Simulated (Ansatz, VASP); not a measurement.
**One calculation of AlN, two programs**

The input INCAR:

```
SYSTEM = AlN
ALGO = Normal ; EDIFF = 1E-6
ENCUT = 600 ; GGA = PE
GGA_COMPAT = .False. ; ISIF = 2
ISMEAR = -1 ; LASPH = .True.
LCHARG = .False. ; LREAL = .False.
LWAVE = .False. ; NBANDS = 16
NELM = 120 ; PREC = Accurate
SIGMA = 0.02
```

KPOINTS

```
k-points
0
Gamma
  12 12 6
  0 0 0
```

File POSCAR:

```
AlN
1.0
    3.1066937604      0.0000000000      0.0000000000
   -1.5533468802      2.6904757183      0.0000000000
    0.0000000000      0.0000000000      4.9785915490
Al N
2 2
Direct
    0.3333333333      0.6666666667     -0.0032954727
    0.6666666667      0.3333333333      0.4967045273
    0.3333333333      0.6666666667      0.3782954727
    0.6666666667      0.3333333333      0.8782954727
```

Input for Ansatz:

```yaml
crystal:
  lattice:
    - [3.1066937604, 0.0, 0.0]
    - [-1.5533468802, 2.6904757183, 0.0]
    - [0.0, 0.0, 4.978591549]
  atoms:
    - { symbol: Al, position: [0.3333333333, 0.6666666667, -0.0032954727] }
    - { symbol: Al, position: [0.6666666667, 0.3333333333, 0.4967045273] }
    - { symbol: "N", position: [0.3333333333, 0.6666666667, 0.3782954727] }
    - { symbol: "N", position: [0.6666666667, 0.3333333333, 0.8782954727] }
kpoints:
  mp_grid: { grid: [12, 12, 6] }
  band_path:
    path:
      - [[0.0, 0.0, 0.0], [0.5, 0.0, 0.0], [0.333333333333, 0.333333333333, 0.0], [0.0, 0.0, 0.0], [0.0, 0.0, 0.5], [0.5, 0.0, 0.5], [0.333333333333, 0.333333333333, 0.5], [0.0, 0.0, 0.5]]
      - [[0.5, 0.0, 0.5], [0.5, 0.0, 0.0]]
      - [[0.333333333333, 0.333333333333, 0.5], [0.333333333333, 0.333333333333, 0.0]]
    npoints: 10
hamiltonian:
  xc: pbe
scf:
  occupations: { method: fermi_dirac, width: 0.02 }
  n_extra_bands: 5
output:
  forces: true
  stress: true
  eigenvalues: true
```

Alike in both runs: task single point; functional PBE; k mesh 12 × 12 × 6; occupations fermi-dirac, width 0.02 eV; no spin polarisation.

```csv
,VASP,Ansatz
version,VASP 6.6.1,Ansatz 0.2.0
potentials or method,"VASP PAW PBE potentials, release 64 (Al, N)","plane waves, PAW"
plane-wave cutoff (eV),600,420
valence electrons in the cell,16,16
```

```csv
,VASP,Ansatz,Ansatz less VASP
gap on the k mesh at the Fermi level (eV),4.24,4.23,-0.011
pressure (GPa),4.3,4.6,+0.37
"traceless stress, the component that is largest in VASP (GPa)",-0.10,-0.14,-0.041
rms of the force components (eV/Å),0.005,0.005,+0.0002
```

Atom by atom the forces differ by 0.000 eV/Å (rms over components).
